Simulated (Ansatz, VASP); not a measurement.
One calculation of ZnS, two programs

File INCAR:

```
PREC = Accurate ; ENCUT = 600
EDIFF = 1E-6 ; ISMEAR = 0
SIGMA = 0.02 ; LREAL = False
LASPH = True ; NELM = 60
ALGO = Normal ; ISIF = 3
LWAVE = False ; LCHARG = False
GGA = PE ; IBRION = 2
NSW = 100 ; EDIFFG = -0.005
```

The input KPOINTS:

```
regular mesh
0
Gamma
  9 9 6
```

The input POSCAR:

```
ZnS
1.0
    3.8110000000      0.0000000000      0.0000000000
   -1.9055000000      3.3004228138      0.0000000000
    0.0000000000      0.0000000000      6.2340000000
Zn S
2 2
Direct
    0.3333333333      0.6666666667      0.0000000000
    0.6666666667      0.3333333333      0.5000000000
    0.3333333333      0.6666666667      0.3850000000
    0.6666666667      0.3333333333      0.8850000000
```

Input for Ansatz:

```yaml
crystal:
  lattice:
    - [3.811, 0.0, 0.0]
    - [-1.9055, 3.3004228138, 0.0]
    - [0.0, 0.0, 6.234]
  atoms:
    - { symbol: Zn, position: [0.3333333333, 0.6666666667, 0.0] }
    - { symbol: Zn, position: [0.6666666667, 0.3333333333, 0.5] }
    - { symbol: S, position: [0.3333333333, 0.6666666667, 0.385] }
    - { symbol: S, position: [0.6666666667, 0.3333333333, 0.885] }
basis:
  ecutwfc: 420
kpoints:
  mp_grid: { grid: [9, 9, 6] }
hamiltonian:
  xc: pbe
scf:
  occupations: { method: gaussian, width: 0.02 }
output:
  forces: true
  stress: true
  eigenvalues: true
  write_density: true
  write_potential: true
  elf: true
  volumetric_format: npy
relax:
  adjacent_minimum: "off"
  f_tol: 0.005
  max_steps: 80
  cell: { stress_tol: 0.05 }
```

Alike in both runs: task relaxation of cell and atoms; functional PBE; k mesh 9 × 9 × 6; occupations gaussian, width 0.02 eV; no spin polarisation.

|  | VASP | Ansatz |
| --- | --- | --- |
| version | VASP 6.6.1 | Ansatz 0.2.0 |
| potentials or method | VASP PAW PBE potentials, release 64 (Zn, S), cutoff 600 eV | scalar-relativistic, plane waves, PAW |
| valence electrons in the cell | 36 | 36 |

```tsv
	VASP	Ansatz	Ansatz less VASP
gap on the k mesh at the Fermi level, each at its own relaxed structure (eV)	2.07	2.08	+0.005
relaxed volume (Å³/atom)	20.22	20.19	-0.037
relaxed length of the cell vector where the two differ most in proportion (Å)	6.310	6.305	-0.0052
```
